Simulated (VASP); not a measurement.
The system is Nb.

```xyz
3
Lattice="4.6659 0.0000 0.0000 -2.3329 4.0408 0.0000 0.0000 0.0000 2.8602" Properties=species:S:1:pos:R:3 pbc="T T T"
Nb    0.0000    0.0000    0.0000
Nb    0.0000    2.6938    1.4301
Nb    2.3329    1.3469    1.4301
```

This isn't the form of Nb at room conditions, which is bcc.

* Program: VASP 6.6.1
* Task: relaxation of cell and atoms
* Functional: PBE
* Potentials or basis: VASP PAW PBE potentials, release 64 (Nb_sv)
* Cutoff: 500 eV
* k mesh: 8 × 8 × 11
* Occupations: fermi-dirac, width 0.1 eV
* Spin: no spin polarisation

At the start: pressure 5.0 GPa; volume 17.98 Å³/atom.

How do energy, volume and symmetry change on relaxing?

Over 8 steps the energy falls by 109.3 meV/atom and the volume is 18.45 Å³/atom (+2.7 %); space group P6/mmm (No. 191, to 0.1 Å) before and after.

Step by step:
| step | energy change (eV) | largest force (eV/Å) | pressure (GPa) | volume (Å³) |
| --- | --- | --- | --- | --- |
| 1 | 0.0000 | 0.0000 | 4.97 | 53.93 |
| 2 | -0.2594 | 0.0000 | -7.04 | 58.10 |
| 3 | -0.2940 | 0.0000 | -4.87 | 57.09 |
| 4 | -0.2510 | 0.0000 | 6.16 | 53.66 |
| 5 | -0.3258 | 0.0000 | -0.97 | 55.72 |
| 6 | -0.3258 | 0.0000 | -0.85 | 55.68 |
| 7 | -0.3272 | 0.0000 | 0.49 | 55.19 |
| 8 | -0.3278 | 0.0000 | 0.00 | 55.36 |

Final structure:
```yaml
crystal:
  lattice:
    - [4.87713, 0.00000, 0.00000]
    - [-2.43856, 4.22372, 0.00000]
    - [0.00000, 0.00000, 2.68757]
  atoms:
    - { symbol: Nb, position: [0.00000, 0.00000, 0.00000] }
    - { symbol: Nb, position: [0.33333, 0.66667, 0.50000] }
    - { symbol: Nb, position: [0.66667, 0.33333, 0.50000] }
```
